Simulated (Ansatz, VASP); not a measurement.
# Cu2O in VASP and in Ansatz

```
CELL_PARAMETERS angstrom
4.20292 0.00000 0.00000
0.00000 4.20292 0.00000
0.00000 0.00000 4.20292
ATOMIC_POSITIONS crystal
Cu 0.25000 0.25000 0.25000
Cu 0.25000 0.75000 0.75000
Cu 0.75000 0.75000 0.25000
Cu 0.75000 0.25000 0.75000
O 0.00000 0.00000 0.00000
O 0.50000 0.50000 0.50000
```

Alike in both runs: task single point; functional r2SCAN; k mesh 6 × 6 × 6; occupations gaussian, width 0.02 eV; no spin polarisation.

|  | VASP | Ansatz |
| --- | --- | --- |
| version | VASP 6.6.1 | Ansatz 0.2.0 |
| potentials or method | VASP PAW PBE potentials, release 64 (Cu_sv_GW, O), cutoff 900 eV | scalar-relativistic, plane waves, PAW |
| valence electrons in the cell | 88 | 88 |

```tsv
	VASP	Ansatz	Ansatz less VASP
gap on the k mesh at the Fermi level (eV)	0.87	0.87	-0.003
least direct gap on the mesh (eV)	0.87	0.87	-0.003
pressure (GPa)	3.8	4.2	+0.36
```

VASP's potentials were made for PBE, not for r2SCAN. With one functional, cell and mesh, what is left measures potentials, basis and numerics.
